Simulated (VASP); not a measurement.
# GdN (Pm-3m) in VASP: single point with PBE+U

Aim: the single point of GdN with PBE+U.

Everything below comes from runs of VASP 6.6.1. Logs are shortened: lines on timing, memory, paths and dates and some standing lists are left out, and cuts for length are marked.

## 1. The cell of the first run

It takes space group Pm-3m (No. 221, cubic). Conventional cell: a = 2.994 Å, b = 2.994 Å, c = 2.994 Å, α = 90.00°, β = 90.00°, γ = 90.00°. Gd (site symmetry m-3m) has 8 N at 2.59 Å and 6 Gd at 2.99 Å within 3.4 Å. N (site symmetry m-3m) has 8 Gd at 2.59 Å and 6 N at 2.99 Å within 3.4 Å.

## 2. Single point, PBE+U, non-collinear spin, twin_end start, spin-orbit coupling

The input, INCAR:

```
ALGO = Normal ; EDIFF = 1E-6
ENCUT = 520 ; GGA = PE
GGA_COMPAT = F ; ISIF = 2
ISMEAR = 0 ; LASPH = T
LCHARG = T ; LDAU = T
LDAUJ = 0 0 ; LDAUL = 3 -1
LDAUPRINT = 1 ; LDAUTYPE = 2
LDAUU = 2 0 ; LMAXMIX = 6
LNONCOLLINEAR = T ; LORBIT = 11
LORBMOM = T ; LREAL = F
LSORBIT = T ; LVHAR = T
LWAVE = F ; MAGMOM = 7.32 0 0 0 0 0
NBANDS = 35 ; NELM = 150
PREC = Accurate ; SIGMA = 0.05
```

The input, KPOINTS:

```
k-points
0
Gamma
  6 6 6
```

The input, POSCAR:

```
GdN
1.0
    2.9935546500      0.0000000000      0.0000000000
    0.0000000000      2.9935546500      0.0000000000
    0.0000000000      0.0000000000      2.9935546500
Gd N
1 1
Direct
    0.0000000000      0.0000000000      0.0000000000
    0.5000000000      0.5000000000      0.5000000000
```

Potentials or basis: VASP PAW PBE potentials, release 64 (Gd, N).

Started as:

```
$ cat potpaw_PBE.64/Gd/POTCAR potpaw_PBE.64/N/POTCAR > POTCAR
$ mpirun -np 1 vasp_ncl > vasp.out
```

OUTCAR:

```text
EDIFF = 1E-6
   ENCUT = 520
   GGA = PE
   ISIF = 2
   ISMEAR = 0
   LASPH = T
   LNONCOLLINEAR = T
   LORBIT = 11
   LREAL = F
   LSORBIT = T
   NELM = 150
   PREC = Accurate

 ion  position               nearest neighbor table
   1  0.000  0.000  0.000-   2 2.59   2 2.59   2 2.59   2 2.59   2 2.59   2 2.59   2 2.59   2 2.59

   2  0.500  0.500  0.500-   1 2.59   1 2.59   1 2.59   1 2.59   1 2.59   1 2.59   1 2.59   1 2.59

  LATTYP: Found a simple cubic cell.
 ALAT       =     2.9935546500

  Lattice vectors:

 A1 = (   2.9935546500,   0.0000000000,   0.0000000000)
 A2 = (   0.0000000000,   2.9935546500,   0.0000000000)
 A3 = (   0.0000000000,   0.0000000000,   2.9935546500)

Analysis of symmetry for initial positions (statically):
=====================================================================
 Subroutine PRICEL returns:
 Original cell was already a primitive cell.

 Routine SETGRP: Setting up the symmetry group for a
 simple cubic supercell.

 Subroutine GETGRP returns: Found 48 space group operations
 (whereof 48 operations were pure point group operations)
 out of a pool of 48 trial point group operations.

The static configuration has the point symmetry O_h .

Analysis of symmetry for dynamics (positions and initial velocities):
=====================================================================
 Subroutine PRICEL returns:
 Original cell was already a primitive cell.

 Routine SETGRP: Setting up the symmetry group for a
 simple cubic supercell.

 Subroutine GETGRP returns: Found 48 space group operations
 (whereof 48 operations were pure point group operations)
 out of a pool of 48 trial point group operations.

The dynamic configuration has the point symmetry O_h .

Analysis of structural, dynamic, and magnetic symmetry:
=====================================================================
 Subroutine PRICEL returns:
 Original cell was already a primitive cell.

 Routine SETGRP: Setting up the symmetry group for a
 simple cubic supercell.

 Subroutine GETGRP returns: Found  8 space group operations
 (whereof  8 operations were pure point group operations)
 out of a pool of 48 trial point group operations.

The overall configuration has the point symmetry C_4h.

 Subroutine INISYM returns: Found  8 space group operations
 (whereof  8 operations are pure point group operations),
 and found     1 'primitive' translations

----------------------------------------------------------------------------------------

                                     Primitive cell

  volume of cell :      26.8263

  direct lattice vectors                    reciprocal lattice vectors
     2.993554650  0.000000000  0.000000000     0.334051025  0.000000000  0.000000000
     0.000000000  2.993554650  0.000000000     0.000000000  0.334051025  0.000000000
     0.000000000  0.000000000  2.993554650     0.000000000  0.000000000  0.334051025

  length of vectors
     2.993554650  2.993554650  2.993554650     0.334051025  0.334051025  0.334051025

  position of ions in fractional coordinates (direct lattice)
     0.000000000  0.000000000  0.000000000
     0.500000000  0.500000000  0.500000000

  ion indices of the primitive-cell ions
   primitive index   ion index
                 1           1
                 2           2

----------------------------------------------------------------------------------------

 KPOINTS: k-points

[... 170 lines left out ...]
  o =  0.9961  v =  0.0148 -0.7056 -0.0251 -0.0001 -0.0007 -0.0001 -0.0006 -0.0148 -0.7056  0.0251  0.0001 -0.0007  0.0001 -0.0006      0.0000  0.0019  0.0001 -0.0037 -0.0160 -0.0289 -0.0124  0.0000  0.0019 -0.0001  0.0037 -0.0160  0.0289 -0.0124

 number of electron      22.9999996 magnetization       6.9491863      0.0000000     -0.0000000

 Free energy of the ion-electron system (eV)
  ---------------------------------------------------
  ext. energy  EPLUGINS =         0.00000000
  ---------------------------------------------------
  free energy    TOTEN  =       -21.95333432 eV

  energy without entropy =      -21.95167857  energy(sigma->0) =      -21.95250645

 E-fermi :   5.3066     XC(G=0): -12.4942

 val. band max:        5.2994732961   @ k =   0.0000   0.1667   0.0000
 cond. band min:       5.3131662542   @ k =   0.5000   0.3333   0.0000
 fundamental gap:      0.0136929582
 Fermi energy:         5.3065917805

 k-point     1 :       0.0000    0.0000    0.0000
  band No.  band energies     occupation
      1     -39.4446      1.00000
      2     -36.3761      1.00000
      3     -18.3178      1.00000
      4     -17.5888      1.00000
      5     -14.6282      1.00000
      6     -13.5714      1.00000
[... 901 lines left out ...]
     34       8.9042      0.00000
     35      11.7034      0.00000

 [... further k-points ...]
[... 5 lines left out ...]
  --------------------------------------------------------------------------------------
  -------------------------------------------------------------------------------------
  Total        1.6721841      1.6597997      1.6597997      0.0000000     -0.0000011     -0.0000000
  in kB       99.8695509     99.1299073     99.1299073      0.0000000     -0.0000669     -0.0000000
  external PRESSURE =      99.3764552 kB  Pullay stress =       0.0000000 kB

 VOLUME and BASIS-vectors are now :
 -----------------------------------------------------------------------------
  energy-cutoff  :      520.00
  volume of cell :       26.83
      direct lattice vectors                 reciprocal lattice vectors
     2.993554650  0.000000000  0.000000000     0.334051025  0.000000000  0.000000000
     0.000000000  2.993554650  0.000000000     0.000000000  0.334051025  0.000000000
     0.000000000  0.000000000  2.993554650     0.000000000  0.000000000  0.334051025

 POSITION                                       TOTAL-FORCE (eV/Angst)
 -----------------------------------------------------------------------------------
      0.00000      0.00000      0.00000         0.000000      0.000000      0.000000
      1.49678      1.49678      1.49678         0.000000      0.000000      0.000000
 -----------------------------------------------------------------------------------
    total drift:                                0.000000      0.000000     -0.000000

  FREE ENERGIE OF THE ION-ELECTRON SYSTEM (eV)
  ---------------------------------------------------
  free  energy   TOTEN  =       -21.9533343235 eV

  energy  without entropy=      -21.9516785669  energy(sigma->0) =      -21.95250645

 orbital moment (x)

 # of ion     p       d       f       tot
 ------------------------------------------------
  1        -0.011  -0.007   0.033   0.014
  2        -0.003   0.000   0.000  -0.003
 ------------------------------------------------
           -0.014  -0.007   0.033   0.011

 orbital moment (y)

 # of ion     p       d       f       tot
 ------------------------------------------------
  1         0.000   0.000  -0.000  -0.000
  2         0.000   0.000   0.000   0.000
 ------------------------------------------------
            0.000   0.000  -0.000  -0.000

 orbital moment (z)

 # of ion     p       d       f       tot
 ------------------------------------------------
  1         0.000   0.000  -0.000  -0.000
  2         0.000   0.000   0.000   0.000
 ------------------------------------------------
            0.000   0.000  -0.000  -0.000

 Spin-Orbit-Coupling matrix elements

 Ion:    1  E_soc:     -1.2337141
 l=   1
     0.0000000    -0.1619502    -0.1619693
    -0.1619502     0.0000000    -0.1619693
    -0.1619693    -0.1619693     0.0000000
 l=   2
     0.0000000    -0.0003893     0.0000000    -0.0004142    -0.0013720
    -0.0003893     0.0000000    -0.0009843    -0.0003893    -0.0003281
     0.0000000    -0.0009843     0.0000000    -0.0010177     0.0000000
    -0.0004142    -0.0003893    -0.0010177     0.0000000    -0.0003543
    -0.0013720    -0.0003281     0.0000000    -0.0003543     0.0000000
 l=   3
     0.0000000    -0.0064156     0.0000000     0.0000000     0.0000000    -0.0004303    -0.0388871
    -0.0064156     0.0000000    -0.0109900     0.0000000    -0.0009279    -0.0174056    -0.0005567
     0.0000000    -0.0109900     0.0000000    -0.0017187    -0.0044068    -0.0006866     0.0000000
     0.0000000     0.0000000    -0.0017187     0.0000000    -0.0260195     0.0000000     0.0000000
     0.0000000    -0.0009279    -0.0044068    -0.0260195     0.0000000    -0.0107553     0.0000000
    -0.0004303    -0.0174056    -0.0006866     0.0000000    -0.0107553     0.0000000    -0.0065190
    -0.0388871    -0.0005567     0.0000000     0.0000000     0.0000000    -0.0065190     0.0000000

 Ion:    2  E_soc:     -0.0002977
 l=   1
     0.0000000    -0.0000630    -0.0000429
    -0.0000630     0.0000000    -0.0000429
    -0.0000429    -0.0000429     0.0000000
 l=   2
     0.0000000     0.0000000     0.0000000     0.0000000     0.0000000
     0.0000000     0.0000000     0.0000000     0.0000000     0.0000000
     0.0000000     0.0000000     0.0000000     0.0000000     0.0000000
     0.0000000     0.0000000     0.0000000     0.0000000     0.0000000
     0.0000000     0.0000000     0.0000000     0.0000000     0.0000000
 l=   3
     0.0000000     0.0000000     0.0000000     0.0000000     0.0000000     0.0000000     0.0000000
     0.0000000     0.0000000     0.0000000     0.0000000     0.0000000     0.0000000     0.0000000
     0.0000000     0.0000000     0.0000000     0.0000000     0.0000000     0.0000000     0.0000000
     0.0000000     0.0000000     0.0000000     0.0000000     0.0000000     0.0000000     0.0000000
     0.0000000     0.0000000     0.0000000     0.0000000     0.0000000     0.0000000     0.0000000
     0.0000000     0.0000000     0.0000000     0.0000000     0.0000000     0.0000000     0.0000000
     0.0000000     0.0000000     0.0000000     0.0000000     0.0000000     0.0000000     0.0000000

 total charge

# of ion       s       p       d       f       tot
--------------------------------------------------
    1        2.041   5.660   0.600   7.038  15.338
    2        1.244   2.375   0.000   0.000   3.619
--------------------------------------------------
tot          3.285   8.034   0.600   7.038  18.957

 magnetization (x)

# of ion       s       p       d       f       tot
--------------------------------------------------
    1       -0.001  -0.073   0.110   6.757   6.792
    2       -0.003  -0.088   0.000   0.000  -0.091
--------------------------------------------------
tot         -0.004  -0.161   0.110   6.757   6.702

 magnetization (y)

# of ion       s       p       d       f       tot
--------------------------------------------------
    1        0.000   0.000   0.000   0.000   0.000
    2        0.000   0.000   0.000   0.000   0.000
--------------------------------------------------
tot          0.000   0.000   0.000   0.000   0.000

 magnetization (z)

# of ion       s       p       d       f       tot
--------------------------------------------------
    1        0.000   0.000   0.000   0.000   0.000
    2       -0.000   0.000   0.000   0.000  -0.000
--------------------------------------------------
tot         -0.000   0.000   0.000   0.000   0.000
```

It took 3 min on 1 thread of AMD EPYC 7R13 (Zen 3), shared host; peak memory 0.23 GiB.

What came out:

* Free energy: -21.9533 eV
* Pressure: 9.9 GPa
* Net moment: 6.95 μB per cell
* Valence electrons inside the program's atomic spheres: Gd 15.34; N 3.62

Moments on the atoms (μB; x, y, z):
```
Gd   6.79  0.00  0.00
N   -0.09  0.00  0.00
```

Caveat: a cell with one magnetic atom can't hold antiferromagnetic order, which such compounds often take.
